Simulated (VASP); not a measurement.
Ba2SeS: single point with PBE

Crystal: Ba2SeS.

```
CELL_PARAMETERS angstrom
2.33549 1.34840 7.62921
-2.33549 1.34840 7.62921
0.00000 -2.69679 7.62921
ATOMIC_POSITIONS crystal
S 0.00000 0.00000 0.00000
Se 0.50000 0.50000 0.50000
Ba 0.25276 0.25276 0.25276
Ba 0.74724 0.74724 0.74724
```

```yaml
Program: VASP 6.6.1
Task: single point
Functional: PBE
Potentials_or_basis: VASP PAW PBE potentials, release 64 (S, Se, Ba_sv)
Cutoff: 520 eV
k_mesh: 6 × 6 × 6
Occupations: gaussian, width 0.01 eV
Spin: no spin polarisation
Dipole_correction: no
Further_INCAR_settings: ALGO = Normal; EDIFF = 1e-07; NBANDS = 24
```

```
Pressure               : -0.6 GPa
Largest force          : 0.009 eV/Å
Band gap on the k mesh : 2.04 eV (least direct gap 2.25 eV)
```

Forces on the atoms (eV/Å):
```
S    0.000  0.000  0.000
Se   0.000  0.000  0.000
Ba   0.000  0.000 -0.009
Ba   0.000  0.000  0.009
```

Levels at points of the mesh, in eV from the valence-band top:
```csv
k point,band 14,band 15,band 16,band 17,band 18,band 19
"(0.00, 0.00, 0.00)",-0.04,0.00,0.00,3.04,3.64,3.64
"(0.50, 0.00, 0.00)",-0.82,-0.76,-0.52,3.18,3.34,5.31
"(0.50, 0.50, 0.00)",-0.73,-0.25,-0.22,2.04,5.15,5.20
"(0.50, 0.50, 0.50)",-0.81,-0.42,-0.42,3.74,3.88,4.34
```

Run time: 9.7 min on 1 thread of Oxide Virtual Turin-like Processor, on a shared host, peak memory 0.5 GiB.

Caveat: spin-orbit coupling is left out, which moves the levels of the heavy elements. A k mesh can miss the band edges.
